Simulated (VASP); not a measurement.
The system is BaS.

```
Ba S
1.0
     4.44637    0.00000    0.00000
    -2.22318    3.85067    0.00000
     0.00000    0.00000    7.80412
Ba S
2 2
Direct
  0.00000 0.00000 0.00000
  0.00000 0.00000 0.50000
  0.33333 0.66667 0.25000
  0.66667 0.33333 0.75000
```

```yaml
Program: VASP 6.6.1
Task: relaxation of cell and atoms
Functional: LDA
Potentials_or_basis: VASP PAW LDA potentials, release 64 (Ba_sv, S)
Cutoff: 600 eV
k_mesh: 6 × 6 × 4
Occupations: fermi-dirac, width 0.02 eV
Spin: no spin polarisation
```

At the start: pressure -2.5 GPa; volume 33.40 Å³/atom.

Q: How do energy, volume and symmetry change on relaxing?

A: Over 10 steps the energy falls by 15.9 meV/atom and the volume is 31.47 Å³/atom (-5.8 %); space group P6_3/mmc (No. 194, to 0.05 Å).

Step by step:
| step | energy change (eV) | largest force (eV/Å) | pressure (GPa) | volume (Å³) |
| --- | --- | --- | --- | --- |
| 1 | 0.0000 | 0.0000 | -2.51 | 133.62 |
| 2 | -0.0577 | 0.0000 | 0.87 | 123.76 |
| 3 | -0.0635 | 0.0000 | -0.01 | 125.93 |
| 4 | -0.0635 | 0.0000 | 0.06 | 125.78 |
| 5 | -0.0636 | 0.0000 | -0.03 | 125.97 |
| 6 | -0.0636 | 0.0000 | -0.03 | 126.01 |
| 7 | -0.0636 | 0.0000 | -0.06 | 126.08 |
| 8 | -0.0636 | 0.0000 | -0.05 | 126.02 |
| 9 | -0.0636 | 0.0000 | -0.05 | 126.01 |
| 10 | -0.0636 | 0.0000 | 0.00 | 125.89 |

Final structure:
```
Ba S
1.0
     4.35664    0.00000    0.00000
    -2.17832    3.77296    0.00000
     0.00000    0.00000    7.65892
Ba S
2 2
Direct
  0.00000 0.00000 0.00000
  0.00000 0.00000 0.50000
  0.33333 0.66667 0.25000
  0.66667 0.33333 0.75000
```
